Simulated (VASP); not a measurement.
Set up this calculation in VASP 6.6.1, as the native input.

| Property | Result |
| --- | --- |
| Task | relaxation of cell and atoms |
| Functional | PBE |
| Potentials or basis | VASP PAW PBE potentials, release 64 (Si, Ge_d, W_sv) |
| Cutoff | 600 eV |
| k mesh | 6 × 6 × 2 |
| Occupations | gaussian, width 0.1 eV |
| Spin | no spin polarisation |
| Dipole correction | no |
| Further INCAR settings | ALGO = Normal; EDIFF = 1e-06; IBRION = 2; EDIFFG = -0.04; NSW = 90; ISIF = 3 |

The structure of SiGe4W lies in POSCAR:

```
SiGe4W
1.0
    3.4125211300      0.0000000000      0.0000000000
   -1.7062605700      2.9553299900      0.0000000000
    0.0000000000      0.0000000000     11.7515815500
Si Ge W
1 4 1
Direct
    0.0000000000      0.0000000000      0.5000000000
    0.6666666700      0.3333333300      0.8897569800
    0.6666666700      0.3333333300      0.3766410100
    0.3333333300      0.6666666700      0.6233589900
    0.3333333300      0.6666666700      0.1102430200
    0.0000000000      0.0000000000      0.0000000000
```

The cell was generated, and may not be a known phase.

These files were run (other wordings do the same):

INCAR

```
SYSTEM = SiGe4W
ALGO = Normal ; EDIFF = 1E-6
EDIFFG = -0.04 ; ENCUT = 600
GGA = PE ; IBRION = 2
ISIF = 3 ; ISMEAR = 0
LASPH = .TRUE. ; LCHARG = .FALSE.
LREAL = .FALSE. ; LWAVE = .FALSE.
NELM = 100 ; NSW = 90
PREC = Accurate ; SIGMA = 0.1
```

KPOINTS

```
k-points
0
G
  6 6 2
  0 0 0
```

Potentials or basis: VASP PAW PBE potentials, release 64 (Si, Ge_d, W_sv).

The run is started by

```bash
$ cat potpaw_PBE.64/Si/POTCAR potpaw_PBE.64/Ge_d/POTCAR potpaw_PBE.64/W_sv/POTCAR > POTCAR
$ mpirun -np 1 vasp_std > vasp.out
```

It gave:

```yaml
Relaxed_volume: 17.78 Å³/atom
Relaxed_cell: a = 3.352 Å, b = 3.352 Å, c = 10.966 Å, α = 90.00°, β = 90.00°, γ = 120.00°
Space_group_after_relaxing_to_0.1_Å: P-3m1 (No. 164)
Energy_gained_by_relaxing: 500.4 meV/atom
Ionic_steps: 19
Pressure_after_relaxing: -0.1 GPa
Largest_force_after_relaxing: 0.016 eV/Å
Band_gap_on_the_k_mesh: zero (bands 37 and 38 overlap by 3.56 eV)
```

Caveat: spin-orbit coupling is left out, which moves the levels of the heavy elements.

Run time: 42 min on 1 thread of Intel Xeon 8259CL (shared host), peak memory 0.33 GiB.
